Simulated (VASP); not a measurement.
Write the native input for VASP 6.6.1 that does the following.

```
Task                               : single point
Functional                         : HSE06
Potentials or basis                : VASP PAW PBE potentials, release 64 (Ba_sv, O)
Cutoff                             : 520 eV
k mesh                             : 6 × 6 × 6
Occupations                        : gaussian, width 0.01 eV
Spin                               : no spin polarisation
Dipole correction                  : no
Grid for exact exchange (PRECFOCK) : Normal
Further INCAR settings             : ALGO = Normal; EDIFF = 1e-06; NBANDS = 15
Share of exact exchange            : 0.25
Screening parameter                : 0.2079 1/Å
```

Crystal: BaO.

```xyz
2
Lattice="0.0000 2.7719 2.7719 2.7719 0.0000 2.7719 2.7719 2.7719 0.0000" Properties=species:S:1:pos:R:3 pbc="T T T"
Ba    0.0000    0.0000    0.0000
O     2.7719    2.7719    2.7719
```

These files were run (other wordings do the same):

POSCAR

```
BaO
1.0
    0.0000000000      2.7719428467      2.7719428467
    2.7719428467      0.0000000000      2.7719428467
    2.7719428467      2.7719428467      0.0000000000
Ba O
1 1
Direct
    0.0000000000      0.0000000000      0.0000000000
    0.5000000000      0.5000000000      0.5000000000
```

INCAR.step1

```
ALGO = Normal ; EDIFF = 1E-5
ENCUT = 520 ; GGA = PE
GGA_COMPAT = False ; ISIF = 2
ISMEAR = 0 ; LASPH = True
LCHARG = False ; LREAL = False
LWAVE = True ; NBANDS = 15
NELM = 120 ; PREC = Accurate
SIGMA = 0.01
```

INCAR.step2

```
ALGO = Normal ; EDIFF = 1E-6
ENCUT = 520 ; GGA = PE
GGA_COMPAT = False ; HFSCREEN = 0.2079
ISIF = 2 ; ISMEAR = 0
ISTART = 1 ; LASPH = True
LCHARG = False ; LHFCALC = True
LREAL = False ; LWAVE = False
NBANDS = 15 ; NELM = 120
PREC = Accurate ; PRECFOCK = Normal
SIGMA = 0.01
```

KPOINTS

```
k-points
0
Gamma
  6 6 6
```

Potentials or basis: VASP PAW PBE potentials, release 64 (Ba_sv, O).

Launch:

```console
$ cat potpaw_PBE.64/Ba_sv/POTCAR potpaw_PBE.64/O/POTCAR > POTCAR
$ cp INCAR.step1 INCAR
$ mpirun -np 1 vasp_std > vasp.out
$ cp INCAR.step2 INCAR
$ mpirun -np 1 vasp_std > vasp.out
```

Results of the run:

The pressure is 1.1 GPa and the band gap on the k mesh is 3.26 eV.

Caveat: the PAW data sets were made with another functional, which shifts forces and pressure a little; spin-orbit coupling is left out, which moves the levels of the heavy elements.

Wall time 31 min on 1 thread of Intel(R) Xeon(R) Platinum 8488C (Sapphire Rapids), with other jobs on the host, peak memory 0.29 GiB.
